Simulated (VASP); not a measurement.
Write the native input for VASP 6.6.1 that does the following.

```yaml
Task: single point
Functional: PBEsol
Potentials_or_basis: VASP PAW PBE potentials, release 64 (Ti_sv)
Cutoff: 520 eV
k_mesh: 26 × 26 × 26
Occupations: gaussian, width 0.15 eV
Spin: no spin polarisation
Dipole_correction: no
Further_INCAR_settings: ALGO = Fast; EDIFF = 1e-07; NBANDS = 12
```

The structure of Ti lies in POSCAR:

```
Ti
1.0
   -1.5649881613      1.6051160629      1.6051160629
    1.5649881613     -1.6051160629      1.6051160629
    1.5649881613      1.6051160629     -1.6051160629
Ti
1
Direct
    0.0000000000      0.0000000000      0.0000000000
```

This cell differs from its parent crystal: strain -0.0250 x Voigt [1, 0, 0, 0, 0, 0].

These files were run (other wordings do the same):

INCAR

```
SYSTEM = Ti
PREC = Accurate
ENCUT = 520
EDIFF = 1E-7
ISMEAR = 0
SIGMA = 0.15
LREAL = .False.
LASPH = .True.
NELM = 80
ALGO = Fast
ISIF = 2
LWAVE = .False.
LCHARG = .False.
GGA = PS
NBANDS = 12
```

KPOINTS

```
Automatic mesh
0
Gamma
  26 26 26
  0 0 0
```

Potentials or basis: VASP PAW PBE potentials, release 64 (Ti_sv).

Command:

```console
$ cat potpaw_PBE.64/Ti_sv/POTCAR > POTCAR
$ mpirun -np 1 vasp_std > vasp.out
```

It gave:

| Item | Value |
| --- | --- |
| Pressure | 2.7 GPa |
| Band gap on the k mesh | zero (bands 6 and 7 overlap by 1.75 eV) |

Caveat: the cell differs from its parent crystal (strain -0.0250 x Voigt [1, 0, 0, 0, 0, 0]); the PAW data sets were made with another functional, which shifts forces and pressure a little.

Run time: 4.8 min on 1 thread of Intel(R) Xeon(R) 6975P-C (Granite Rapids) (shared host), peak memory 0.36 GiB.
